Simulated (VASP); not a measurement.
A run of VASP 6.6.1 is set up as follows.

INCAR

```
PREC = Accurate
ENCUT = 520
EDIFF = 1E-7
ISMEAR = 0
SIGMA = 0.1
LREAL = False
LASPH = True
NELM = 60
ALGO = Normal
ISIF = 2
LWAVE = False
LCHARG = True
GGA = PE
LELF = True
LVHAR = True
NBANDS = 18
```

The input KPOINTS:

```
Automatic mesh
0
Gamma
  18 18 6
```

Contents of POSCAR:

```
Si2C3
1.0
    2.8068357186      0.0000000000      0.0000000000
   -1.4034178593      2.4307910365      0.0000000000
    0.0000000000      0.0000000000      8.7228522815
Si C
2 3
Direct
    0.0000000000      0.0000000000      0.8539322068
    0.0000000000      0.0000000000      0.1460677932
    0.0000000000      0.0000000000      0.3537296117
    0.0000000000      0.0000000000      0.5000000000
    0.0000000000      0.0000000000      0.6462703883
```

Potentials or basis: VASP PAW PBE potentials, release 64 (Si, C).

Run with:

```console
$ cat potpaw_PBE.64/Si/POTCAR potpaw_PBE.64/C/POTCAR > POTCAR
$ mpirun -np 1 vasp_std > vasp.out
```

(1) Estimate the band gap on the k mesh.

(2) Estimate the pressure.

(3) What does it give for the largest force?

Answers

(1) zero (bands 10 and 11 overlap by 5.36 eV).

(2) 0.0 GPa.

(3) 0.037 eV/Å.
